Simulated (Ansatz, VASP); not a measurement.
## Au: VASP beside Ansatz

Contents of INCAR:

```
ALGO = Normal
EDIFF = 1E-6
ENCUT = 520
GGA = PE
ISIF = 2
ISMEAR = 0
LASPH = T
LCHARG = T
LELF = T
LREAL = F
LVHAR = T
LWAVE = F
NBANDS = 12
NELM = 80
PREC = Accurate
SIGMA = 0.15
```

Contents of KPOINTS:

```
k-points
0
Gamma
  20 20 20
```

File POSCAR:

```
Au
1.0
    0.0000000000      2.1477750000      2.1477750000
    2.1477750000      0.0000000000      2.1477750000
    2.1477750000      2.1477750000      0.0000000000
Au
1
Direct
    0.0000000000      0.0000000000      0.0000000000
```

Input for Ansatz:

```yaml
crystal:
  lattice:
    - [0.0, 2.147775, 2.147775]
    - [2.147775, 0.0, 2.147775]
    - [2.147775, 2.147775, 0.0]
  atoms:
    - { symbol: Au, position: [0.0, 0.0, 0.0] }
basis:
  ecutwfc: 420
kpoints:
  mp_grid: { grid: [20, 20, 20] }
hamiltonian:
  xc: pbe
scf:
  occupations: { method: gaussian, width: 0.15 }
output:
  forces: true
  stress: true
  eigenvalues: true
```

Change from the starting cell: strain +0.050 along x and y, +0.050 along z, atoms carried along.

Alike in both runs: task single point; functional PBE; k mesh 20 × 20 × 20; occupations gaussian, width 0.15 eV; no spin polarisation.

|  | VASP | Ansatz |
| --- | --- | --- |
| version | VASP 6.6.1 | Ansatz 0.2.0 |
| potentials or method | VASP PAW PBE potentials, release 64 (Au), cutoff 520 eV | scalar-relativistic, plane waves, PAW |
| valence electrons in the cell | 11 | 19 |

|  | VASP | Ansatz | Ansatz less VASP |
| --- | --- | --- | --- |
| gap on the k mesh at the Fermi level (eV) | none | none | - |
| pressure (GPa) | -10.3 | -10.2 | +0.13 |

A gap of «none» marks a metal or a gap that the smearing closes. The functional is the same, so the differences come from potentials, cutoffs and numerics. VASP's potentials hold 11 valence electrons a cell and Ansatz's 19, so a difference there can come from the potentials and not from the codes.

Spin-orbit coupling is off throughout.
